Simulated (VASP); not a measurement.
# TiO2 (I4_1/amd) in VASP: further runs, part 2 of 2

VASP 6.6.1.

### Step 3. Single point, RPBE

This run uses another cell than the first one, of 11.94 Å³/atom.

Contents of INCAR:

```
PREC     = Accurate       # precision mode
ENCUT    = 600            # plane-wave cutoff, eV
EDIFF    = 1E-6           # SCF threshold, eV
ISMEAR   = 0              # smearing method
SIGMA    = 0.01           # smearing width, eV
LREAL    = F              # projectors in reciprocal space
LASPH    = T              # aspherical terms in the spheres
NELM     = 120            # most SCF steps
ALGO     = Normal         # electronic algorithm
ISIF     = 2              # what is computed and relaxed
LWAVE    = F              # write WAVECAR
LCHARG   = F              # write CHGCAR
GGA      = RP             # functional
NBANDS   = 33             # bands
GGA_COMPAT= F
```

Contents of KPOINTS:

```
regular mesh
0
Gamma
  9 9 9
```

Contents of POSCAR:

```
TiO2
1.0
    5.5977802876      0.0466325232     -0.0000003329
    2.9469362047      4.7595047794     -0.0000003329
   -4.2723580861     -2.4030685613      2.7036154708
Ti O
2 4
Direct
    0.0000000000      0.0000000000      0.0000000000
    0.7500000000      0.2500000000      0.5000000000
    0.2057116025      0.2057116025      0.0000000000
    0.9557116025      0.4557116025      0.5000000000
    0.5442883975      0.0442883975      0.5000000000
    0.7942883975      0.7942883975      0.0000000000
```

Potentials or basis: VASP PAW PBE potentials, release 64 (Ti_sv, O).

The run is started by

```bash
> cat potpaw_PBE.64/Ti_sv/POTCAR potpaw_PBE.64/O/POTCAR > POTCAR
> mpirun -np 1 vasp_std > vasp.out
```

OUTCAR:

```text
PREC = Accurate
   ENCUT = 600
   EDIFF = 1E-6
   ISMEAR = 0
   LREAL = F
   LASPH = T
   NELM = 120
   ISIF = 2
   GGA = RP

 ion  position               nearest neighbor table
   1  0.000  0.000  0.000-   4 1.96   4 1.96   5 1.96   5 1.96   3 2.02   6 2.02
   2  0.750  0.250  0.500-   6 1.96   6 1.96   3 1.96   3 1.96   4 2.02   5 2.02
   3  0.206  0.206  0.000-   2 1.96   2 1.96   1 2.02
   4  0.956  0.456  0.500-   1 1.96   1 1.96   2 2.02
   5  0.544  0.044  0.500-   1 1.96   1 1.96   2 2.02
   6  0.794  0.794  0.000-   2 1.96   2 1.96   1 2.02

  LATTYP: Found a body centered tetragonal cell.
 ALAT       =     3.8234891954
 C/A-ratio  =     2.5640529369

  Lattice vectors:

 A1 = (   5.5977802876,   0.0466325232,  -0.0000003329)
 A2 = (   2.9469362047,   4.7595047794,  -0.0000003329)
 A3 = (  -4.2723580861,  -2.4030685613,   2.7036154708)

Analysis of symmetry for initial positions (statically):
=====================================================================
 Subroutine PRICEL returns:
 Original cell was already a primitive cell.

[... 183 lines left out ...]
 cond. band min:       5.2076649022   @ k =   0.0000   0.0000   0.0000
 fundamental gap:      2.1203545264
 Fermi energy:         3.1358665881

 k-point     1 :       0.0000    0.0000    0.0000
  band No.  band energies     occupation
      1     -53.5982      2.00000
      2     -53.5538      2.00000
      3     -29.9200      2.00000
      4     -29.7226      2.00000
      5     -29.7226      2.00000
      6     -29.6679      2.00000
[... 853 lines left out ...]
     32       9.1854      0.00000
     33      10.1121      0.00000

 [... further k-points ...]

------------------------ aborting loop because EDIFF is reached ----------------------------------------

  FORCE on cell =-STRESS in cart. coord.  units (eV):
  Direction    XX          YY          ZZ          XY          YZ          ZX
  --------------------------------------------------------------------------------------
  -------------------------------------------------------------------------------------
  Total        0.1673339      0.1385379      0.1252116      0.0236925     -0.0000000     -0.0000000
  in kB        3.7412603      3.0974377      2.7994880      0.5297177     -0.0000000     -0.0000001
  external PRESSURE =       3.2127287 kB  Pullay stress =       0.0000000 kB

 VOLUME and BASIS-vectors are now :
 -----------------------------------------------------------------------------
  energy-cutoff  :      600.00
  volume of cell :       71.66
      direct lattice vectors                 reciprocal lattice vectors
     5.597780288  0.046632523 -0.000000333     0.179568465 -0.111183153  0.184937558
     2.946936205  4.759504779 -0.000000333    -0.001759359  0.211195246  0.184937558
    -4.272358086 -2.403068561  2.703615471     0.000000022  0.000000012  0.369875130

 POSITION                                       TOTAL-FORCE (eV/Angst)
 -----------------------------------------------------------------------------------
      0.00000      0.00000      0.00000         0.000000     -0.000000     -0.000000
      2.79889      0.02332      1.35181         0.000000      0.000000      0.000000
      1.75775      0.98868     -0.00000         0.013987      0.007867     -0.000000
      4.55664      1.01199      1.35181         0.013987      0.007867     -0.000000
      1.04114     -0.96536      1.35181        -0.013987     -0.007867      0.000000
      6.78697      3.81746     -0.00000        -0.013987     -0.007867      0.000000
 -----------------------------------------------------------------------------------
    total drift:                                0.000000     -0.000000      0.000000

  FREE ENERGIE OF THE ION-ELECTRON SYSTEM (eV)
  ---------------------------------------------------
  free  energy   TOTEN  =       -51.4979762648 eV

  energy  without entropy=      -51.4979762648  energy(sigma->0) =      -51.49797626
```

stdout:

```text
POSCAR found type information on POSCAR TiO
 POSCAR found :  2 types and       6 ions
 scaLAPACK will be used
 -----------------------------------------------------------------------------
|                                                                             |
|                                                                             |
|     You enforced a specific xc type in the INCAR file but a different       |
|     I HOPE YOU KNOW WHAT YOU ARE DOING!                                     |
|                                                                             |
 -----------------------------------------------------------------------------

 LDA part: xc-table for (Slater+PW92), standard interpolation
 POSCAR, INCAR and KPOINTS ok, starting setup
 FFT: planning ... GRIDC
 FFT: planning ... GRID_SOFT
 FFT: planning ... GRID
 WAVECAR not read
 entering main loop
```

Run time: 15 min. Hardware: 1 thread of Intel Xeon 8259CL, shared host; peak memory 0.43 GiB.

Results:

| Property | Result |
| --- | --- |
| Free energy | -51.4980 eV |
| Pressure | 0.3 GPa |
| Largest force | 0.016 eV/Å |
| Band gap on the k mesh | 2.12 eV (least direct gap 2.40 eV) |

Forces in eV/Å, atoms in the order of the input:
```
Ti   0.000  0.000  0.000
Ti   0.000  0.000  0.000
O    0.014  0.008  0.000
O    0.014  0.008  0.000
O   -0.014 -0.008  0.000
O   -0.014 -0.008  0.000
```

Levels at points of the mesh, in eV from the valence-band top:
```
           k point  band 22  band 23  band 24  band 25  band 26  band 27
(0.00, 0.00, 0.00)    -0.78    -0.38    -0.38     2.12     2.74     3.92
```

Caveat: the PAW data sets were made with another functional, which shifts forces and pressure a little; an odd mesh through Γ misses points on the zone boundary, where band edges can lie. A hybrid or GW would open this gap; RPBE tends to underestimate it.

### Step 4. Single point, r2SCAN+D4

This run uses another cell than the first one, of 11.32 Å³/atom.

Contents of POSCAR:

```
TiO2
1.0
    5.4703626585      0.0171607698     -0.0000003244
    2.8555788154      4.6659223885     -0.0000003244
   -4.1629705791     -2.3415414904      2.6668373617
Ti O
2 4
Direct
    0.0000000000      0.0000000000      0.0000000000
    0.7500000000      0.2500000000      0.5000000000
    0.2075667932      0.2075667932      0.0000000000
    0.9575667932      0.4575667932      0.5000000000
    0.5424332068      0.0424332068      0.5000000000
    0.7924332068      0.7924332068      0.0000000000
```

Contents of INCAR.step1:

```
SYSTEM = TiO2
PREC = Accurate ; ENCUT = 660
ISMEAR = 0 ; SIGMA = 0.01
LREAL = .FALSE. ; LASPH = .TRUE.
NELM = 120 ; NBANDS = 33
GGA = PE ; ALGO = Normal
EDIFF = 1E-5 ; LWAVE = .TRUE.
LCHARG = .FALSE. ; GGA_COMPAT = .FALSE.
```

Contents of INCAR.step2:

```
SYSTEM = TiO2
PREC = Accurate ; ENCUT = 660
EDIFF = 1E-6 ; ISMEAR = 0
SIGMA = 0.01 ; LREAL = .FALSE.
LASPH = .TRUE. ; NELM = 120
ALGO = Normal ; ISIF = 2
LWAVE = .FALSE. ; LCHARG = .TRUE.
METAGGA = R2SCAN ; LMIXTAU = .TRUE.
IVDW = 13 ; VDW_S6 = 1.0
VDW_S8 = 0.6018749 ; VDW_A1 = 0.51559235
VDW_A2 = 5.77342911 ; LELF = .TRUE.
LVHAR = .TRUE. ; NBANDS = 33
ISTART = 1 ; GGA_COMPAT = .FALSE.
```

Contents of KPOINTS:

```
regular mesh
0
G
  9 9 9
  0 0 0
```

The run is started by

```bash
> cat potpaw_PBE.64/Ti_sv/POTCAR potpaw_PBE.64/O/POTCAR > POTCAR
> cp INCAR.step1 INCAR
> mpirun -np 1 vasp_std > vasp.out
> cp INCAR.step2 INCAR
> mpirun -np 1 vasp_std > vasp.out
```

Run time: 49 min. Hardware: 1 thread of Intel Xeon 8259CL, shared host; peak memory 0.48 GiB.

Results (log left out):

| Quantity | Value |
| --- | --- |
| Free energy | -70.3320 eV |
| Pressure | 1.0 GPa |
| Largest force | 0.027 eV/Å |
| Band gap on the k mesh | 2.56 eV (least direct gap 2.92 eV) |
| Dispersion energy per atom | -0.077 eV |

Forces in eV/Å, atoms in the order of the input:
```
Ti   0.000  0.000  0.000
Ti   0.000  0.000  0.000
O    0.024  0.013  0.000
O    0.024  0.013  0.000
O   -0.024 -0.013  0.000
O   -0.024 -0.013  0.000
```

Stress tensor (GPa, compression positive):
```
 0.90 -0.07  0.00
-0.07  0.99  0.00
 0.00  0.00  1.04
```

Levels at points of the mesh, in eV from the valence-band top:
```csv
k point,band 20,band 21,band 22,band 23,band 24,band 25,band 26,band 27,band 28,band 29
"(0.00, 0.00, 0.00)",-0.84,-0.80,-0.80,-0.49,-0.49,2.56,3.29,4.47,4.47,4.49
```

Caveat: the PAW data sets were made with another functional, which shifts forces and pressure a little; an odd mesh through Γ misses points on the zone boundary, where band edges can lie.

### Step 5. Overview

| level | potentials or basis | cell | cutoff (eV) | gap on the mesh (eV) | pressure (GPa) | largest force (eV/Å) |
| --- | --- | --- | --- | --- | --- | --- |
| LDA | VASP PAW LDA potentials, release 64 (Ti_sv, O) | a = 5.417 Å, angles 139.6, 139.6, 58.4°, 6 atoms, atomic positions A | 600 | 2.06 | 1.0 | 0.03 |
| RPBE | VASP PAW PBE potentials, release 64 (Ti_sv, O) | a = 5.598 Å, angles 140.1, 140.1, 57.8°, 6 atoms, atomic positions B | 600 | 2.12 | 0.3 | 0.02 |
| r2SCAN+D4 | VASP PAW PBE potentials, release 64 (Ti_sv, O) | a = 5.470 Å, angles 139.7, 139.7, 58.4°, 6 atoms, atomic positions A | 660 | 2.56 | 1.0 | 0.03 |

Alike in all rows: task single point; no spin polarisation; k mesh 9 × 9 × 9; smearing gaussian 0.01 eV.

Caveats: an odd mesh through Γ misses points on the zone boundary, where band edges can lie; the PAW data sets were made with another functional, which shifts forces and pressure a little (at least some runs).

Absolute energies hang on the potentials; compare differences alone.
